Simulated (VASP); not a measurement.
Input of a VASP 6.6.1 run:

Contents of INCAR:

```
  PREC = Accurate
  ENCUT = 520
  EDIFF = 1E-6
  ISMEAR = 0
  SIGMA = 0.05
  LREAL = Auto
  LASPH = T
  NELM = 150
  ALGO = Normal
  ISIF = 2
  LWAVE = F
  LCHARG = F
  ISPIN = 2
  MAGMOM = 0 0 0 0 0 0 0 0 0 0 0 0 0 0 0 0 0 0 1
  LORBIT = 11
  GGA = PE
  NBANDS = 57
```

KPOINTS

```
regular mesh
0
Gamma
  2 2 1
```

POSCAR

```
C
1.0
    7.3980000000      0.0000000000      0.0000000000
   -3.6990000000      6.4068560000      0.0000000000
    0.0000000000      0.0000000000     13.0000000000
C
19
Direct
   -0.0024045204     -0.0042200970      0.0717879582
    0.2200593204      0.1063168304      0.0746169851
   -0.0016511953      0.3288450644      0.0699816860
    0.2206751311      0.4390497913      0.0699636641
   -0.0010118275      0.6615937681      0.0746309995
    0.2214544406      0.7721273580      0.0718062271
    0.3319505752     -0.0053940669      0.0749279536
    0.5519495061      0.1009356197      0.0774243747
    0.3263441423      0.3262626115      0.0768127272
    0.5494432960      0.4435314715      0.0992538376
    0.3313804177      0.6621234304      0.0715166197
    0.5544244060      0.7727878523      0.0705571329
    0.6646313265     -0.0048798495      0.0705734512
    0.8876707419      0.1057681710      0.0715296145
    0.6695730020      0.3244081449      0.0992971332
    0.8926965686      0.4416432466      0.0768612730
    0.6671013660      0.6669617209      0.0773795261
    0.8871067305      0.7733004691      0.0749128313
    0.6094437722      0.3839728632      0.2000126050
```

Potentials or basis: VASP PAW PBE potentials, release 64 (C).

Launch:

```console
$ cat potpaw_PBE.64/C/POTCAR > POTCAR
$ mpirun -np 1 vasp_std > vasp.out
```

(1) What does it give for the site moments?

(2) What does it give for the net moment?

## Answers

(1) C -0.00, +0.01, -0.01, +0.00, +0.16 (each value once) μB.

(2) 0.50 μB per cell.

Caveat: the k points lie up to 0.49 Å⁻¹ apart.
